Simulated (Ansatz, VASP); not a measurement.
## Two plane-wave programs on Te

File INCAR:

```
ALGO = Normal
EDIFF = 1E-6
ENCUT = 520
GGA = CA
ISIF = 2
ISMEAR = 1
LASPH = True
LCHARG = False
LREAL = False
LWAVE = False
NBANDS = 16
NELM = 60
PREC = Accurate
SIGMA = 1.0
```

File KPOINTS:

```
k-points
0
Gamma
  9 9 6
```

POSCAR

```
Te
1.0
    4.2966332825      0.0000000000      0.0000000000
   -2.1483166412      3.7209935734      0.0000000000
    0.0000000000      0.0000000000      5.9041060663
Te
3
Direct
    0.2855404168      1.0000000000      0.3333333333
    1.0000000000      0.2855404168      0.6666666667
    0.7144595832      0.7144595832      1.0000000000
```

Input for Ansatz:

```yaml
crystal:
  lattice:
    - [4.2966332825, 0.0, 0.0]
    - [-2.1483166412, 3.7209935734, 0.0]
    - [0.0, 0.0, 5.9041060663]
  atoms:
    - { symbol: Te, position: [0.2855404168, 1.0, 0.3333333333] }
    - { symbol: Te, position: [1.0, 0.2855404168, 0.6666666667] }
    - { symbol: Te, position: [0.7144595832, 0.7144595832, 1.0] }
hamiltonian:
  xc: lda
  pseudopotentials:
    kind: paw
    azcp:
      Te: "pseudopotentials/Te.paw.azcp"
basis:
  ecutwfc: 420
  fft_grid_basis: typed
kpoints:
  mp_grid: { grid: [9, 9, 6], shift: [0, 0, 0] }
magnetization:
  spin_polarized: false
scf:
  occupations: { method: methfessel_paxton, width: 1.0 }
  lower_state_search: "off"
output:
  stress: true
```

Alike in both runs: task single point; functional LDA; k mesh 9 × 9 × 6; occupations methfessel-paxton of order 1, width 1 eV; no spin polarisation.

|  | VASP | Ansatz |
| --- | --- | --- |
| version | VASP 6.6.1 | Ansatz 0.2.0 |
| potentials or method | VASP PAW LDA potentials, release 64 (Te), cutoff 520 eV | plane waves (420 eV) with PAW, scalar-relativistic |
| valence electrons in the cell | 18 | 48 |

```csv
,VASP,Ansatz,Ansatz less VASP
pressure (GPa),-0.2,-0.3,-0.12
"traceless stress, the component that is largest in VASP (GPa)",-0.07,-0.14,-0.065
```

Ansatz warns that its potentials were made for another functional, while VASP's fit it. LDA's correlation is that of Perdew and Zunger in VASP and of Perdew and Wang (1992) in Ansatz. VASP's potentials hold 18 valence electrons a cell and Ansatz's 48, so a difference there can come from the potentials and not from the codes.

Spin-orbit coupling is off throughout.
